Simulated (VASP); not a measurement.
# NiO (rock salt type) (Fm-3m) in VASP: further runs

Runs on NiO (rock salt type). Level: PBE. Tasks: single point.

Program: VASP 6.6.1. These are calculated values, not measurements. Logs are shortened: lines on timing, memory, paths and dates and some standing lists are left out, and cuts for length are marked.

## 1. The cell of the first run

The structure is cubic, space group Fm-3m (No. 225). The conventional cell has a = 4.214 Å, b = 4.214 Å, c = 4.214 Å, α = 90.00°, β = 90.00°, γ = 90.00°. Within 2.8 Å of Ni (site symmetry m-3m) lie 6 O at 2.11 Å. Within 2.8 Å of O (site symmetry m-3m) lie 6 Ni at 2.11 Å.

## 2. Single point, PBE

Input file INCAR:

```
SYSTEM = NiO
ALGO = Normal
EDIFF = 1E-7
ENCUT = 520
GGA = PE
ISIF = 2
ISMEAR = -1
LASPH = .TRUE.
LCHARG = .TRUE.
LELF = .TRUE.
LREAL = .FALSE.
LVHAR = .TRUE.
LWAVE = .FALSE.
NBANDS = 15
NELM = 80
PREC = Accurate
SIGMA = 0.06122561905347299
```

Input file KPOINTS:

```
k-points
0
G
  45 45 45
  0 0 0
```

Input file POSCAR:

```
NiO
1.0
    0.0000000000      2.1071995684      2.1071995684
    2.1071995684      0.0000000000      2.1071995684
    2.1071995684      2.1071995684      0.0000000000
Ni O
1 1
Direct
    0.0000000000      0.0000000000      0.0000000000
    0.5000000000      0.5000000000      0.5000000000
```

Potentials or basis: VASP PAW PBE potentials, release 64 (Ni, O).

Command:

```console
cat potpaw_PBE.64/Ni/POTCAR potpaw_PBE.64/O/POTCAR > POTCAR
mpirun -np 1 vasp_std > vasp.out
```

OUTCAR:

```text
SYSTEM = NiO
   EDIFF = 1E-7
   ENCUT = 520
   GGA = PE
   ISIF = 2
   ISMEAR = -1
   LASPH = .TRUE.
   LREAL = .FALSE.
   NELM = 80
   PREC = Accurate

 ion  position               nearest neighbor table
   1  0.000  0.000  0.000-   2 2.11   2 2.11   2 2.11   2 2.11   2 2.11   2 2.11
   2  0.500  0.500  0.500-   1 2.11   1 2.11   1 2.11   1 2.11   1 2.11   1 2.11

  LATTYP: Found a face centered cubic cell.
 ALAT       =     4.2143991368

  Lattice vectors:

 A1 = (   0.0000000000,   2.1071995684,   2.1071995684)
 A2 = (   2.1071995684,   0.0000000000,   2.1071995684)
 A3 = (   2.1071995684,   2.1071995684,   0.0000000000)

Analysis of symmetry for initial positions (statically):
=====================================================================
 Subroutine PRICEL returns:
 Original cell was already a primitive cell.

 Routine SETGRP: Setting up the symmetry group for a
 face centered cubic supercell.

 Subroutine GETGRP returns: Found 48 space group operations
 (whereof 48 operations were pure point group operations)
 out of a pool of 48 trial point group operations.

The static configuration has the point symmetry O_h .

Analysis of symmetry for dynamics (positions and initial velocities):
=====================================================================
 Subroutine PRICEL returns:
 Original cell was already a primitive cell.

 Routine SETGRP: Setting up the symmetry group for a
 face centered cubic supercell.

 Subroutine GETGRP returns: Found 48 space group operations
 (whereof 48 operations were pure point group operations)
 out of a pool of 48 trial point group operations.

The dynamic configuration has the point symmetry O_h .

 Subroutine INISYM returns: Found 48 space group operations
 (whereof 48 operations are pure point group operations),
 and found     1 'primitive' translations

----------------------------------------------------------------------------------------

                                     Primitive cell

  volume of cell :      18.7132

  direct lattice vectors                    reciprocal lattice vectors
     0.000000000  2.107199568  2.107199568    -0.237281749  0.237281749  0.237281749
     2.107199568  0.000000000  2.107199568     0.237281749 -0.237281749  0.237281749
     2.107199568  2.107199568  0.000000000     0.237281749  0.237281749 -0.237281749

  length of vectors
     2.980030208  2.980030208  2.980030208     0.410984046  0.410984046  0.410984046

  position of ions in fractional coordinates (direct lattice)
[... 83 lines left out ...]
   IBRION =     -1    ionic relax: 0-MD 1-quasi-New 2-CG
   NFREE  =      0    steps in history (QN), initial steepest desc. (CG)
   ISIF   =      2    stress and relaxation
   ISYM   =      2    0-nonsym 1-usesym 2-fastsym
   POTIM  = 0.5000    time-step for ionic-motion
   TEBEG  =    0.0;   TEEND  =   0.0 temperature during run
   PSTRESS=    0.0 pullay stress
   NELECT =      16.0000    total number of electrons
   NUPDOWN=      -1.0000    fix difference up-down
   EMIN   =  10.00;   EMAX   =-10.00  energy-range for DOS
   EFERMI =   0.00;   METHOD = LEGACY
   ISMEAR =    -1;   SIGMA  =   0.06  broadening in eV -4-tet -1-fermi 0-gaus
   EFERMI_NEDOS =   21; number of points for ismear=-14 and -15
   IALGO  =     38    algorithm
   IMIX   =      4    mixing-type and parameters
     AMIX     =   0.40;   BMIX     =  1.00
     AMIX_MAG =   1.60;   BMIX_MAG =  1.00
  volume/ion in A,a.u.               =       9.36        63.14
  Fermi-wavevector in a.u.,A,eV,Ry     =   1.553814  2.936284 32.849081  2.414339
  Thomas-Fermi vector in A             =   2.657991
   LORBIT       =      0    0 simple, 1 ext, 2 COOP (PROOUT), +10 PAW based schemes
   GGA     = PE    functional components
   LHFCALC =     F    Hartree Fock is set to
   AEXX    =    0.0000 exact exchange contribution
   IVDW    =     0    specifies the selected vdW correction
   LEPSILON=     F    determine dielectric tensor
   LRPA    =     F    only Hartree local field effects (RPA)
 non-spin polarized calculation
  energy-cutoff  :      520.00
  volume of cell :       18.71
 maximum number of plane-waves:       531
   NGX = 11   NGY = 11   NGZ = 11

 number of electron      16.0000014 magnetization

 Free energy of the ion-electron system (eV)
  ---------------------------------------------------
  ext. energy  EPLUGINS =         0.00000000
  ---------------------------------------------------
  free energy    TOTEN  =       -11.37468540 eV

  energy without entropy =      -11.35057879  energy(sigma->0) =      -11.36263210

 E-fermi :   7.4635     XC(G=0): -12.5277

 val. band max:        7.4634888003   @ k =  -0.3111   0.4667   0.1556
 cond. band min:       7.4635313507   @ k =  -0.4667   0.4000   0.1333
 fundamental gap:      0.0000425505
 Fermi energy:         7.4635270688

 k-point     1 :       0.0000    0.0000    0.0000
  band No.  band energies     occupation
      1     -12.7267      2.00000
      2       4.4714      2.00000
      3       4.4714      2.00000
      4       4.4714      2.00000
      5       5.6914      2.00000
      6       5.6915      2.00000
      7       5.6915      2.00000
      8       5.9954      2.00000
      9       5.9954      2.00000
     10       8.9761      0.00000
     11      25.2437      0.00000
     12      26.3800      0.00000
     13      26.3800      0.00000
     14      26.3800      0.00000
[... 401 lines left out ...]
      2       4.3717      2.00000
      3       4.4501      2.00000
      4       4.4501      2.00000
      5       5.6868      2.00000
      6       5.7142      2.00000
      7       5.7142      2.00000
      8       5.9972      2.00000
      9       6.0631      2.00000
     10       9.0265      0.00000
     11      24.9957      0.00000
     12      26.3004      0.00000
     13      26.3004      0.00000
     14      26.6655      0.00000
     15      29.3477      0.00000

 [... further k-points ...]
[... 5 lines left out ...]
  --------------------------------------------------------------------------------------
  -------------------------------------------------------------------------------------
  Total       -0.8459215     -0.8459215     -0.8459215      0.0000000      0.0000000     -0.0000000
  in kB      -72.4258560    -72.4258560    -72.4258560      0.0000000      0.0000000     -0.0000000
  external PRESSURE =     -72.4258560 kB  Pullay stress =       0.0000000 kB

 VOLUME and BASIS-vectors are now :
 -----------------------------------------------------------------------------
  energy-cutoff  :      520.00
  volume of cell :       18.71
      direct lattice vectors                 reciprocal lattice vectors
     0.000000000  2.107199568  2.107199568    -0.237281749  0.237281749  0.237281749
     2.107199568  0.000000000  2.107199568     0.237281749 -0.237281749  0.237281749
     2.107199568  2.107199568  0.000000000     0.237281749  0.237281749 -0.237281749

 POSITION                                       TOTAL-FORCE (eV/Angst)
 -----------------------------------------------------------------------------------
      0.00000      0.00000      0.00000         0.000000      0.000000      0.000000
      2.10720      2.10720      2.10720         0.000000     -0.000000      0.000000
 -----------------------------------------------------------------------------------
    total drift:                                0.000000     -0.000000     -0.000000

  FREE ENERGIE OF THE ION-ELECTRON SYSTEM (eV)
  ---------------------------------------------------
  free  energy   TOTEN  =       -11.3746854012 eV

  energy  without entropy=      -11.3505787920  energy(sigma->0) =      -11.36263210
```

Wall time 9.2 min (1 thread of Intel Xeon Platinum 8259CL at 2.50GHz (Skylake/Cascade Lake), shared host); peak memory 0.73 GiB.

What came out:

* Free energy: -11.3747 eV
* Pressure: -7.2 GPa
* Band gap on the k mesh: zero (band 8 reaches 8.70 eV, above the bottom of band 9 at 6.00 eV)

Levels at points of the mesh, in eV from the Fermi level:
| k point | band 6 | band 7 | band 8 | band 9 | band 10 | band 11 |
| --- | --- | --- | --- | --- | --- | --- |
| (0.00, 0.00, 0.00) | -1.77 | -1.77 | -1.47 | -1.47 | 1.51 | 17.78 |

Caveat: the run has no spin polarisation, though such a crystal can be magnetic; semilocal functionals often make such compounds metallic where correlation or magnetic order opens a gap, which also shifts bond lengths. With open d or f shells a metallic result of PBE can be an artefact of self-interaction; +U or a hybrid may open a gap.

## 3. Single point, PBE

This run uses another cell than the first one, of 9.00 Å³/atom, 0.962 times its volume.

Input file INCAR:

```
SYSTEM = NiO
  PREC = Accurate
  ENCUT = 520
  EDIFF = 1E-7
  ISMEAR = -1
  SIGMA = 0.06122561905347299
  LREAL = .FALSE.
  LASPH = .TRUE.
  NELM = 60
  ALGO = Normal
  ISIF = 2
  LWAVE = .FALSE.
  LCHARG = .TRUE.
  GGA = PE
  LELF = .TRUE.
  LVHAR = .TRUE.
  NBANDS = 15
```

Input file KPOINTS:

```
Automatic mesh
0
G
  45 45 45
  0 0 0
```

Input file POSCAR:

```
NiO
1.0
    0.0000000000      2.0798302424      2.0798302424
    2.0798302424      0.0000000000      2.0798302424
    2.0798302424      2.0798302424      0.0000000000
Ni O
1 1
Direct
    0.0000000000      0.0000000000      0.0000000000
    0.5000000000      0.5000000000      0.5000000000
```

Potentials or basis: VASP PAW PBE potentials, release 64 (Ni, O).

Command:

```console
cat potpaw_PBE.64/Ni/POTCAR potpaw_PBE.64/O/POTCAR > POTCAR
mpirun -np 1 vasp_std > vasp.out
```

Run time: 10 min. Hardware: 1 thread of Oxide Virtual Turin-like, shared host; peak memory 0.69 GiB.

The run converged. Its results:

```yaml
Free_energy: -11.3903 eV
Pressure: 0.2 GPa
Band_gap_on_the_k_mesh: zero (band 8 reaches 9.35 eV, above the bottom of band 9 at 6.48 eV)
```

Levels at points of the mesh, in eV from the Fermi level:
```csv
k point,band 6,band 7,band 8,band 9,band 10,band 11
"(0.00, 0.00, 0.00)",-1.90,-1.90,-1.57,-1.57,1.70,17.88
```

Caveat: the run has no spin polarisation, though such a crystal can be magnetic; semilocal functionals often make such compounds metallic where correlation or magnetic order opens a gap, which also shifts bond lengths. With open d or f shells a metallic result of PBE can be an artefact of self-interaction; +U or a hybrid may open a gap.

## 4. Single point, PBE

This run uses another cell than the first one, of 9.18 Å³/atom, 0.981 times its volume.

Input file INCAR:

```
SYSTEM = NiO
  PREC = Accurate
  ENCUT = 520
  EDIFF = 1E-6
  ISMEAR = -1
  SIGMA = 0.06122561905347299
  LREAL = .False.
  LASPH = .True.
  NELM = 100
  ALGO = Normal
  ISIF = 2
  LWAVE = .False.
  LCHARG = .False.
  GGA = PE
  NBANDS = 15
```

Input file KPOINTS:

```
Automatic mesh
0
Gamma
  45 45 45
  0 0 0
```

Input file POSCAR:

```
NiO
1.0
    0.0000000000      2.0936043540      2.0936043540
    2.0936043540      0.0000000000      2.0936043540
    2.0936043540      2.0936043540      0.0000000000
Ni O
1 1
Direct
    0.0000000000      0.0000000000      0.0000000000
    0.5000000000      0.5000000000      0.5000000000
```

Potentials or basis: VASP PAW PBE potentials, release 64 (Ni, O).

Command:

```console
cat potpaw_PBE.64/Ni/POTCAR potpaw_PBE.64/O/POTCAR > POTCAR
mpirun -np 1 vasp_std > vasp.out
```

OUTCAR:

```text
SYSTEM = NiO
   PREC = Accurate
   ENCUT = 520
   EDIFF = 1E-6
   ISMEAR = -1
   LREAL = .False.
   LASPH = .True.
   NELM = 100
   ISIF = 2
   GGA = PE

 ion  position               nearest neighbor table
   1  0.000  0.000  0.000-   2 2.09   2 2.09   2 2.09   2 2.09   2 2.09   2 2.09
   2  0.500  0.500  0.500-   1 2.09   1 2.09   1 2.09   1 2.09   1 2.09   1 2.09

  LATTYP: Found a face centered cubic cell.
 ALAT       =     4.1872087080

  Lattice vectors:

 A1 = (   0.0000000000,   2.0936043540,   2.0936043540)
 A2 = (   2.0936043540,   0.0000000000,   2.0936043540)
 A3 = (   2.0936043540,   2.0936043540,   0.0000000000)

Analysis of symmetry for initial positions (statically):
=====================================================================
 Subroutine PRICEL returns:
 Original cell was already a primitive cell.

 Routine SETGRP: Setting up the symmetry group for a
 face centered cubic supercell.

 Subroutine GETGRP returns: Found 48 space group operations
 (whereof 48 operations were pure point group operations)
 out of a pool of 48 trial point group operations.

The static configuration has the point symmetry O_h .

Analysis of symmetry for dynamics (positions and initial velocities):
=====================================================================
 Subroutine PRICEL returns:
 Original cell was already a primitive cell.

 Routine SETGRP: Setting up the symmetry group for a
 face centered cubic supercell.

 Subroutine GETGRP returns: Found 48 space group operations
 (whereof 48 operations were pure point group operations)
 out of a pool of 48 trial point group operations.

The dynamic configuration has the point symmetry O_h .

 Subroutine INISYM returns: Found 48 space group operations
 (whereof 48 operations are pure point group operations),
 and found     1 'primitive' translations

----------------------------------------------------------------------------------------

                                     Primitive cell

[... 114 lines left out ...]
   LORBIT       =      0    0 simple, 1 ext, 2 COOP (PROOUT), +10 PAW based schemes
   GGA     = PE    functional components
   LHFCALC =     F    Hartree Fock is set to
   AEXX    =    0.0000 exact exchange contribution
   IVDW    =     0    specifies the selected vdW correction
   LEPSILON=     F    determine dielectric tensor
   LRPA    =     F    only Hartree local field effects (RPA)
 non-spin polarized calculation
  energy-cutoff  :      520.00
  volume of cell :       18.35
 maximum number of plane-waves:       531
 NGX is ok and might be reduce to    24
   NGX = 11   NGY = 11   NGZ = 11

 number of electron      16.0000007 magnetization

 Free energy of the ion-electron system (eV)
  ---------------------------------------------------
  ext. energy  EPLUGINS =         0.00000000
  ---------------------------------------------------
  free energy    TOTEN  =       -11.38664820 eV

  energy without entropy =      -11.36296911  energy(sigma->0) =      -11.37480866

 E-fermi :   7.7538     XC(G=0): -12.6411

 val. band max:        7.7537659083   @ k =   0.3111   0.2000   0.0000
 cond. band min:       7.7539887195   @ k =  -0.4889   0.2667   0.0222
 fundamental gap:      0.0002228112
 Fermi energy:         7.7538172529

 k-point     1 :       0.0000    0.0000    0.0000
  band No.  band energies     occupation
      1     -12.6221      2.00000
      2       4.6773      2.00000
      3       4.6773      2.00000
      4       4.6773      2.00000
      5       5.9174      2.00000
      6       5.9174      2.00000
      7       5.9174      2.00000
      8       6.2352      2.00000
      9       6.2353      2.00000
     10       9.3569      0.00000
     11      25.5847      0.00000
     12      26.8053      0.00000
     13      26.8053      0.00000
     14      26.8053      0.00000
[... 401 lines left out ...]
      2       4.5758      2.00000
      3       4.6552      2.00000
      4       4.6552      2.00000
      5       5.9126      2.00000
      6       5.9411      2.00000
      7       5.9411      2.00000
      8       6.2371      2.00000
      9       6.3051      2.00000
     10       9.4072      0.00000
     11      25.3464      0.00000
     12      26.7286      0.00000
     13      26.7286      0.00000
     14      27.0817      0.00000
     15      29.9449      0.00000

 [... further k-points ...]
[... 5 lines left out ...]
  --------------------------------------------------------------------------------------
  -------------------------------------------------------------------------------------
  Total       -0.4155906     -0.4155906     -0.4155906      0.0000000      0.0000000     -0.0000000
  in kB      -36.2796016    -36.2796016    -36.2796016      0.0000000      0.0000000     -0.0000000
  external PRESSURE =     -36.2796016 kB  Pullay stress =       0.0000000 kB

 VOLUME and BASIS-vectors are now :
 -----------------------------------------------------------------------------
  energy-cutoff  :      520.00
  volume of cell :       18.35
      direct lattice vectors                 reciprocal lattice vectors
     0.000000000  2.093604354  2.093604354    -0.238822583  0.238822583  0.238822583
     2.093604354  0.000000000  2.093604354     0.238822583 -0.238822583  0.238822583
     2.093604354  2.093604354  0.000000000     0.238822583  0.238822583 -0.238822583

 POSITION                                       TOTAL-FORCE (eV/Angst)
 -----------------------------------------------------------------------------------
      0.00000      0.00000      0.00000         0.000000     -0.000000     -0.000000
      2.09360      2.09360      2.09360        -0.000000      0.000000      0.000000
 -----------------------------------------------------------------------------------
    total drift:                                0.000000     -0.000000     -0.000000

  FREE ENERGIE OF THE ION-ELECTRON SYSTEM (eV)
  ---------------------------------------------------
  free  energy   TOTEN  =       -11.3866482050 eV

  energy  without entropy=      -11.3629691113  energy(sigma->0) =      -11.37480866
```

OSZICAR:

```text
N       E                     dE             d eps       ncg     rms          rms(c)
DAV:   1     0.780493088250E+02    0.78049E+02   -0.77097E+03 72315   0.137E+03
DAV:   2    -0.939226771852E+01   -0.87442E+02   -0.76785E+02 76350   0.260E+02
DAV:   3    -0.135658298708E+02   -0.41736E+01   -0.40583E+01 80480   0.612E+01
DAV:   4    -0.136036346463E+02   -0.37805E-01   -0.37788E-01 84401   0.571E+00
DAV:   5    -0.136044787131E+02   -0.84407E-03   -0.84406E-03 85407   0.869E-01    0.128E+01
DAV:   6    -0.130300045682E+02    0.57447E+00   -0.13139E+01 71566   0.691E+01    0.152E+01
DAV:   7    -0.114549624189E+02    0.15750E+01   -0.62524E+00 74799   0.612E+01    0.482E+00
DAV:   8    -0.113891796896E+02    0.65783E-01   -0.38776E-01 87956   0.109E+01    0.178E+00
DAV:   9    -0.113874851353E+02    0.16946E-02   -0.29216E-02 79498   0.216E+00    0.273E-01
DAV:  10    -0.113867171635E+02    0.76797E-03   -0.40404E-03 89074   0.140E+00    0.102E-01
DAV:  11    -0.113866639853E+02    0.53178E-04   -0.52553E-04103946   0.318E-01    0.540E-02
DAV:  12    -0.113866472831E+02    0.16702E-04   -0.47828E-05 95880   0.113E-01    0.506E-03
DAV:  13    -0.113866482050E+02   -0.92192E-06   -0.34679E-06 79433   0.189E-02
   1 F= -.11386648E+02 E0= -.11374809E+02  d E =-.236791E-01
```

stdout:

```text
POSCAR found type information on POSCAR NiO
 POSCAR found :  2 types and       2 ions
 scaLAPACK will be used
 LDA part: xc-table for (Slater+PW92), standard interpolation
 POSCAR, INCAR and KPOINTS ok, starting setup
 FFT: planning ... GRIDC
 FFT: planning ... GRID_SOFT
 FFT: planning ... GRID
 WAVECAR not read
 entering main loop
```

Run time: 12 min. Hardware: 1 thread of Oxide Virtual Turin-like, shared host; peak memory 0.68 GiB.

Results:

```
Free energy            : -11.3866 eV
Pressure               : -3.6 GPa
Band gap on the k mesh : zero (band 8 reaches 9.02 eV, above the bottom of band 9 at 6.24 eV)
```

Caveat: the run has no spin polarisation, though such a crystal can be magnetic; semilocal functionals often make such compounds metallic where correlation or magnetic order opens a gap, which also shifts bond lengths. Spin polarisation is off, so any magnetic state and its effect on volume and gap are missing.

## 5. The runs side by side

```csv
cell,gap on the mesh (eV),pressure (GPa)
"a = 2.980 Å, angles 60.0°, 2 atoms",none,-7.2
"a = 2.941 Å, angles 60.0°, 2 atoms",none,0.2
"a = 2.961 Å, angles 60.0°, 2 atoms",none,-3.6
```

Alike in all rows: task single point; level PBE; potentials or basis VASP PAW PBE potentials, release 64 (Ni, O); no spin polarisation; k mesh 45 × 45 × 45; cutoff (eV) 520; smearing fermi-dirac 0.0612256 eV.

Caveats: the run has no spin polarisation, though such a crystal can be magnetic; semilocal functionals often make such compounds metallic where correlation or magnetic order opens a gap, which also shifts bond lengths.

Total energies depend on the potentials used, so only differences within one code and one set of settings carry meaning.
